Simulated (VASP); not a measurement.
Here is a VASP 6.6.1 calculation.

INCAR

```
PREC = Accurate ; ENCUT = 600
EDIFF = 1E-6 ; ISMEAR = -1
SIGMA = 0.05 ; LREAL = F
LASPH = T ; NELM = 100
ALGO = Normal ; ISIF = 3
LWAVE = F ; LCHARG = F
GGA = RE ; IVDW = 13
IBRION = 2 ; NSW = 60
EDIFFG = -0.01
```

KPOINTS

```
regular mesh
0
Gamma
  11 11 11
```

Contents of POSCAR:

```
TiC
1.0
    0.0000000000      2.1657188437      2.1657188437
    2.1657188437      0.0000000000      2.1657188437
    2.1657188437      2.1657188437      0.0000000000
Ti C
1 1
Direct
    0.0000000000      0.0000000000      0.0000000000
    0.5000000000      0.5000000000      0.5000000000
```

Potentials or basis: VASP PAW PBE potentials, release 64 (Ti_sv, C).

Launch:

```bash
$ cat potpaw_PBE.64/Ti_sv/POTCAR potpaw_PBE.64/C/POTCAR > POTCAR
$ mpirun -np 1 vasp_std > vasp.out
```

**Question.** Predict the relaxed cell.

**Answer.** a = 3.038 Å, b = 3.038 Å, c = 3.038 Å, α = 60.00°, β = 60.00°, γ = 60.00°.

**Question.** What does it give for the relaxed volume?

**Answer.** 9.91 Å³/atom.

**Question.** Estimate the dispersion energy per atom.

**Answer.** -0.528 eV.

**Question.** Predict the band gap on the k mesh.

**Answer.** Zero (band 8 reaches 10.50 eV, above the bottom of band 9 at 9.38 eV).

The path:
| step | energy change (eV) | largest force (eV/Å) | pressure (GPa) | volume (Å³) |
| --- | --- | --- | --- | --- |
| 1 | 0.0000 | 0.0000 | -6.04 | 20.32 |
| 2 | 0.0063 | 0.0000 | 8.53 | 19.21 |
| 3 | -0.0095 | 0.0000 | -0.02 | 19.83 |

Caveat: the PAW data sets were made with another functional, which shifts forces and pressure a little; pairwise dispersion overbinds metals, which lowers pressure and volume.
